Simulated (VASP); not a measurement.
HfB:

```
Hf B
1.0
     0.00000    2.31000    2.31000
     2.31000    0.00000    2.31000
     2.31000    2.31000    0.00000
Hf B
1 1
Direct
  0.50000 0.50000 0.50000
  0.00000 0.00000 0.00000
```

Base run:

```yaml
Program: VASP 6.6.1
Functional: PBE
Potentials_or_basis: VASP PAW PBE potentials, release 64 (Hf_pv, B)
Cutoff: 520 eV
k_mesh: 15 × 15 × 15
Occupations: fermi-dirac, width 0.05 eV
Spin: no spin polarisation
```

Its results: band gap on the k mesh zero (an odd number of electrons rules out a gap without spin polarisation); pressure 30.7 GPa.

Q: After a change of settings the same cell gave: band gap on the k mesh zero (an odd number of electrons rules out a gap without spin polarisation); pressure 53.9 GPa. Which change was it?
A. hubbard terms from none to Hf d U = 6.0 eV
B. further incar settings from ALGO = Normal; EDIFF = 1e-06; NBANDS = 14 to ALGO = Normal; EDIFF = 1e-07; NBANDS = 14
C. dispersion from none to D3(BJ)

A: A.

Caveats: the cell stands under pressure; spin-orbit coupling is left out, which moves the levels of the heavy elements; U without spin polarisation on a metal has little footing (at least some runs); the U is typed as a test and isn't derived for this compound (at least some runs).
